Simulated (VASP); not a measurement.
# Ge (Imma) in VASP: single point with LDA

Aim: the single point of Ge with LDA.

Everything below comes from runs of VASP 6.6.1. Logs are shortened: lines on timing, memory, paths and dates and some standing lists are left out, and cuts for length are marked.

**1. The cell of the first run**

The structure is orthorhombic, space group Imma (No. 74). Conventional cell: a = 4.992 Å, b = 5.302 Å, c = 2.874 Å, α = 90.00°, β = 90.00°, γ = 90.00°. Within 3.5 Å of Ge (site symmetry mm2) lie 8 Ge at 2.68 to 3.08 Å.

**2. Single point, LDA**

The input, INCAR:

```
PREC     = Accurate       # precision mode
ENCUT    = 520            # plane-wave cutoff, eV
EDIFF    = 1E-6           # SCF threshold, eV
ISMEAR   = -1             # smearing method
SIGMA    = 0.2            # smearing width, eV
LREAL    = False          # projectors in reciprocal space
LASPH    = True           # aspherical terms in the spheres
NELM     = 80             # most SCF steps
ALGO     = Normal         # electronic algorithm
ISIF     = 2              # what is computed and relaxed
LWAVE    = False          # write WAVECAR
LCHARG   = False          # write CHGCAR
GGA      = CA             # functional
NBANDS   = 21             # bands
```

The input, KPOINTS:

```
Automatic mesh
0
Gamma
  9 9 9
```

The input, POSCAR:

```
Ge
1.0
   -2.4958980000      2.6508630000      1.4369470000
    2.4958980000     -2.6508630000      1.4369470000
    2.4958980000      2.6508630000     -1.4369470000
Ge
2
Direct
    0.1859430000      0.9359430000      0.2500000000
    0.8140570000      0.0640570000      0.7500000000
```

Potentials or basis: VASP PAW LDA potentials, release 64 (Ge_d).

Command:

```console
$ cat potpaw_LDA.64/Ge_d/POTCAR > POTCAR
$ mpirun -np 1 vasp_std > vasp.out
```

OUTCAR:

```text
PREC = Accurate
   ENCUT = 520
   EDIFF = 1E-6
   ISMEAR = -1
   LREAL = False
   LASPH = True
   NELM = 80
   ISIF = 2
   GGA = CA

 ion  position               nearest neighbor table
   1  0.186  0.936  0.250-   2 2.68   2 2.68   2 2.72   2 2.72
   2  0.814  0.064  0.750-   1 2.68   1 2.68   1 2.72   1 2.72

  LATTYP: Found a body centered orthorhombic cell.
 ALAT       =     2.8738940000
 B/A-ratio  =     1.7369450648
 C/A-ratio  =     1.8447882907

  Lattice vectors:

 A1 = (   2.4958980000,  -2.6508630000,   1.4369470000)
 A2 = (  -2.4958980000,  -2.6508630000,  -1.4369470000)
 A3 = (   2.4958980000,   2.6508630000,  -1.4369470000)

Analysis of symmetry for initial positions (statically):
=====================================================================
 Subroutine PRICEL returns:
 Original cell was already a primitive cell.

 Routine SETGRP: Setting up the symmetry group for a
 body centered orthorhombic supercell.

 Subroutine GETGRP returns: Found  8 space group operations
 (whereof  4 operations were pure point group operations)
 out of a pool of  8 trial point group operations.

The static configuration has the point symmetry C_2h.
 The point group associated with its full space group is D_2h.

Analysis of symmetry for dynamics (positions and initial velocities):
=====================================================================
 Subroutine PRICEL returns:
 Original cell was already a primitive cell.

 Routine SETGRP: Setting up the symmetry group for a
 body centered orthorhombic supercell.

 Subroutine GETGRP returns: Found  8 space group operations
 (whereof  4 operations were pure point group operations)
 out of a pool of  8 trial point group operations.

The dynamic configuration has the point symmetry C_2h.
 The point group associated with its full space group is D_2h.

 Subroutine INISYM returns: Found  8 space group operations
 (whereof  4 operations are pure point group operations),
 and found     1 'primitive' translations

----------------------------------------------------------------------------------------

                                     Primitive cell

  volume of cell :      38.0290

  direct lattice vectors                    reciprocal lattice vectors
    -2.495898000  2.650863000  1.436947000     0.000000000  0.188617820  0.347959946
     2.495898000 -2.650863000  1.436947000     0.200328699  0.000000000  0.347959946
     2.495898000  2.650863000 -1.436947000     0.200328699  0.188617820  0.000000000

  length of vectors
     3.914255760  3.914255760  3.914255760     0.395793893  0.401506801  0.275151358

  position of ions in fractional coordinates (direct lattice)
     0.185943000  0.935943000  0.250000000
     0.814057000  0.064057000  0.750000000

  ion indices of the primitive-cell ions
   primitive index   ion index
                 1           1
                 2           2

----------------------------------------------------------------------------------------

 KPOINTS: Automatic mesh

Automatic generation of k-mesh.
 Grid dimensions read from file:
 generate k-points for:    9    9    9

 Generating k-lattice:

  Cartesian coordinates                     Fractional coordinates (reciprocal lattice)
     0.000000000  0.020957536  0.038662216     0.111111111 -0.000000000  0.000000000
     0.022258744  0.000000000  0.038662216     0.000000000  0.111111111  0.000000000
     0.022258744  0.020957536  0.000000000     0.000000000 -0.000000000  0.111111111

  Length of vectors
     0.043977099  0.044611867  0.030572373

  Shift w.r.t. Gamma in fractional coordinates (k-lattice)
     0.000000000  0.000000000  0.000000000

 Subroutine IBZKPT returns following result:
 ===========================================

 Found    125 irreducible k-points:

 Following reciprocal coordinates:
            Coordinates               Weight
  0.000000  0.000000  0.000000      1.000000
  0.111111 -0.000000  0.000000      4.000000
  0.222222  0.000000 -0.000000      4.000000
  0.333333  0.000000  0.000000      4.000000
  0.444444  0.000000 -0.000000      4.000000
  0.000000  0.111111  0.000000      4.000000
[... 16 lines left out ...]
 -0.111111  0.222222 -0.000000      8.000000
  0.000000  0.333333 -0.000000      4.000000
 [... further k-points ...]
   k-points           NKPTS =    125   k-points in BZ     NKDIM =    125   number of bands    NBANDS=     21
   number of dos      NEDOS =    301   number of ions     NIONS =      2
   total plane-waves  NPLWV =  27000
   dimension x,y,z NGX =    30 NGY =   30 NGZ =   30
   dimension x,y,z NGXF=    60 NGYF=   60 NGZF=   60
   ions per type =               2
   NGX,Y,Z   is equivalent  to a cutoff of  12.74, 12.74, 12.74 a.u.
   NGXF,Y,Z  is equivalent  to a cutoff of  25.48, 25.48, 25.48 a.u.
 SYSTEM =  unknown system
   PREC   = accura    normal or accurate (medium, high low for compatibility)
   ISTART =      0    job   : 0-new  1-cont  2-samecut
   ICHARG =      2    charge: 1-file 2-atom 10-const
   ISPIN  =      1    spin polarized calculation?
   LNONCOLLINEAR =      F non collinear calculations
   LSORBIT =      F    spin-orbit coupling
   LASPH  =      T    aspherical Exc in radial PAW
   ENCUT  =  520.0 eV  38.22 Ry    6.18 a.u.   7.28  7.28  7.28*2*pi/ulx,y,z
   NELM   =     80;   NELMIN=  2; NELMDL= -5     # of ELM steps
   EDIFF  = 0.1E-05   stopping-criterion for ELM
   LREAL  =      F    real-space projection
   EDIFFG = 0.1E-04   stopping-criterion for IOM
   NSW    =      0    number of steps for IOM
   IBRION =     -1    ionic relax: 0-MD 1-quasi-New 2-CG
   NFREE  =      0    steps in history (QN), initial steepest desc. (CG)
   ISIF   =      2    stress and relaxation
   ISYM   =      2    0-nonsym 1-usesym 2-fastsym
   POTIM  = 0.5000    time-step for ionic-motion
   TEBEG  =    0.0;   TEEND  =   0.0 temperature during run
   PSTRESS=    0.0 pullay stress
   NELECT =      28.0000    total number of electrons
   NUPDOWN=      -1.0000    fix difference up-down
   EMIN   =  10.00;   EMAX   =-10.00  energy-range for DOS
   EFERMI =   0.00;   METHOD = LEGACY
   ISMEAR =    -1;   SIGMA  =   0.20  broadening in eV -4-tet -1-fermi 0-gaus
   EFERMI_NEDOS =   21; number of points for ismear=-14 and -15
   IALGO  =     38    algorithm
   IMIX   =      4    mixing-type and parameters
     AMIX     =   0.40;   BMIX     =  1.00
     AMIX_MAG =   1.60;   BMIX_MAG =  1.00
  volume/ion in A,a.u.               =      19.01       128.32
  Fermi-wavevector in a.u.,A,eV,Ry     =   1.478277  2.793539 29.732860  2.185304
  Thomas-Fermi vector in A             =   2.592578
   LORBIT       =      0    0 simple, 1 ext, 2 COOP (PROOUT), +10 PAW based schemes
   GGA     = CA    functional components
   LHFCALC =     F    Hartree Fock is set to
   AEXX    =    0.0000 exact exchange contribution
   IVDW    =     0    specifies the selected vdW correction
   LEPSILON=     F    determine dielectric tensor
   LRPA    =     F    only Hartree local field effects (RPA)
 non-spin polarized calculation
  energy-cutoff  :      520.00
  volume of cell :       38.03
 maximum number of plane-waves:      1044
 NGX is ok and might be reduce to    30
   NGX = 15   NGY = 15   NGZ = 15

 number of electron      28.0000014 magnetization

 Free energy of the ion-electron system (eV)
  ---------------------------------------------------
  ext. energy  EPLUGINS =         0.00000000
  ---------------------------------------------------
  free energy    TOTEN  =       -10.03032618 eV

  energy without entropy =       -9.91418480  energy(sigma->0) =       -9.97225549

 E-fermi :   6.2359     XC(G=0): -11.4748

 val. band max:        6.2283346890   @ k =   0.4444   0.3333  -0.0000
 cond. band min:       6.2940266168   @ k =   0.4444   0.3333   0.1111
 fundamental gap:      0.0656919278
 Fermi energy:         6.2358835422

 k-point     1 :       0.0000    0.0000    0.0000
  band No.  band energies     occupation
      1     -18.5783      2.00000
      2     -18.4987      2.00000
      3     -18.4974      2.00000
      4     -18.4962      2.00000
      5     -18.4613      2.00000
      6     -18.4241      2.00000
[... 13 lines left out ...]
     20      17.0613      0.00000
     21      18.9528      0.00000

 k-point     2 :       0.1111   -0.0000    0.0000
  band No.  band energies     occupation
      1     -18.5692      2.00000
      2     -18.4903      2.00000
      3     -18.4893      2.00000
      4     -18.4801      2.00000
      5     -18.4637      2.00000
      6     -18.4276      2.00000
[... 13 lines left out ...]
     20      16.8696      0.00000
     21      18.6085      0.00000

 k-point     3 :       0.2222    0.0000   -0.0000
  band No.  band energies     occupation
      1     -18.5453      2.00000
      2     -18.4760      2.00000
      3     -18.4670      2.00000
      4     -18.4632      2.00000
      5     -18.4426      2.00000
      6     -18.4300      2.00000
[... 13 lines left out ...]
     20      14.8812      0.00000
     21      18.5500      0.00000

 k-point     4 :       0.3333    0.0000    0.0000
  band No.  band energies     occupation
      1     -18.5149      2.00000
      2     -18.4740      2.00000
      3     -18.4507      2.00000
      4     -18.4506      2.00000
      5     -18.4228      2.00000
      6     -18.4214      2.00000
[... 13 lines left out ...]
     20      14.1142      0.00000
     21      19.6699      0.00000

 k-point     5 :       0.4444    0.0000   -0.0000
  band No.  band energies     occupation
      1     -18.4883      2.00000
      2     -18.4687      2.00000
      3     -18.4528      2.00000
      4     -18.4499      2.00000
      5     -18.4384      2.00000
      6     -18.4259      2.00000
[... 13 lines left out ...]
     20      17.0298      0.00000
     21      18.2114      0.00000

 k-point     6 :       0.0000    0.1111    0.0000
  band No.  band energies     occupation
      1     -18.5721      2.00000
      2     -18.4907      2.00000
      3     -18.4905      2.00000
      4     -18.4875      2.00000
      5     -18.4537      2.00000
      6     -18.4301      2.00000
[... 13 lines left out ...]
     20      16.9193      0.00000
     21      17.3067      0.00000

 k-point     7 :       0.1111    0.1111   -0.0000
  band No.  band energies     occupation
      1     -18.5579      2.00000
      2     -18.4807      2.00000
      3     -18.4761      2.00000
      4     -18.4634      2.00000
      5     -18.4409      2.00000
      6     -18.4319      2.00000
[... 13 lines left out ...]
     20      14.6427      0.00000
     21      17.1210      0.00000
[... 291 lines left out ...]
      1     -18.5072      2.00000
      2     -18.4795      2.00000
      3     -18.4684      2.00000
      4     -18.4440      2.00000
      5     -18.4408      2.00000
      6     -18.4059      2.00000
[... 13 lines left out ...]
     20      17.1706      0.00000
     21      17.9406      0.00000

 k-point    21 :      -0.3333    0.2222   -0.0000
  band No.  band energies     occupation
      1     -18.5251      2.00000
      2     -18.5008      2.00000
      3     -18.4945      2.00000
      4     -18.4609      2.00000
      5     -18.4417      2.00000
      6     -18.4066      2.00000
[... 13 lines left out ...]
     20      18.3857      0.00000
     21      18.9102      0.00000

 k-point    22 :      -0.2222    0.2222   -0.0000
  band No.  band energies     occupation
      1     -18.5501      2.00000
      2     -18.5096      2.00000
      3     -18.5026      2.00000
      4     -18.4752      2.00000
      5     -18.4429      2.00000
      6     -18.4130      2.00000
[... 13 lines left out ...]
     20      17.7783      0.00000
     21      18.0452      0.00000

 k-point    23 :      -0.1111    0.2222   -0.0000
  band No.  band energies     occupation
      1     -18.5613      2.00000
      2     -18.4973      2.00000
      3     -18.4950      2.00000
      4     -18.4811      2.00000
      5     -18.4379      2.00000
      6     -18.4259      2.00000
[... 13 lines left out ...]
     20      17.1871      0.00000
     21      18.0345      0.00000

 k-point    24 :       0.0000    0.3333   -0.0000
  band No.  band energies     occupation
      1     -18.5543      2.00000
      2     -18.4862      2.00000
      3     -18.4802      2.00000
      4     -18.4751      2.00000
      5     -18.4408      2.00000
      6     -18.3914      2.00000
[... 13 lines left out ...]
     20      14.9363      0.00000
     21      16.1954      0.00000

 [... further k-points ...]
[... 5 lines left out ...]
  --------------------------------------------------------------------------------------
  -------------------------------------------------------------------------------------
  Total       -0.9455377     -1.0684772     -0.7839694      0.0000000      0.0000000      0.0000000
  in kB      -39.8358956    -45.0153872    -33.0289541      0.0000000      0.0000000      0.0000000
  external PRESSURE =     -39.2934123 kB  Pullay stress =       0.0000000 kB

 VOLUME and BASIS-vectors are now :
 -----------------------------------------------------------------------------
  energy-cutoff  :      520.00
  volume of cell :       38.03
      direct lattice vectors                 reciprocal lattice vectors
    -2.495898000  2.650863000  1.436947000     0.000000000  0.188617820  0.347959946
     2.495898000 -2.650863000  1.436947000     0.200328699  0.000000000  0.347959946
     2.495898000  2.650863000 -1.436947000     0.200328699  0.188617820  0.000000000

 POSITION                                       TOTAL-FORCE (eV/Angst)
 -----------------------------------------------------------------------------------
      2.49590     -1.32543      1.25285        -0.000000      0.000000     -0.043232
      0.00000      3.97629      0.18409         0.000000     -0.000000      0.043232
 -----------------------------------------------------------------------------------
    total drift:                                0.000000      0.000000     -0.000000

  FREE ENERGIE OF THE ION-ELECTRON SYSTEM (eV)
  ---------------------------------------------------
  free  energy   TOTEN  =       -10.0303261764 eV

  energy  without entropy=       -9.9141848029  energy(sigma->0) =       -9.97225549
```

It took 92 s on 1 thread of Intel Xeon Platinum 8259CL at 2.50GHz (Skylake/Cascade Lake), shared host; peak memory 0.2 GiB.

Results:

| Item | Value |
| --- | --- |
| Free energy | -10.0303 eV |
| Pressure | -3.9 GPa |
| Largest force | 0.043 eV/Å |
| Band gap on the k mesh | zero (band 14 reaches 8.14 eV, above the bottom of band 15 at 2.84 eV) |

Forces on the atoms (eV/Å):
```
Ge   0.000  0.000 -0.043
Ge   0.000  0.000  0.043
```

Stress tensor (GPa, compression positive):
```
-3.98  0.00  0.00
 0.00 -4.50  0.00
 0.00  0.00 -3.30
```
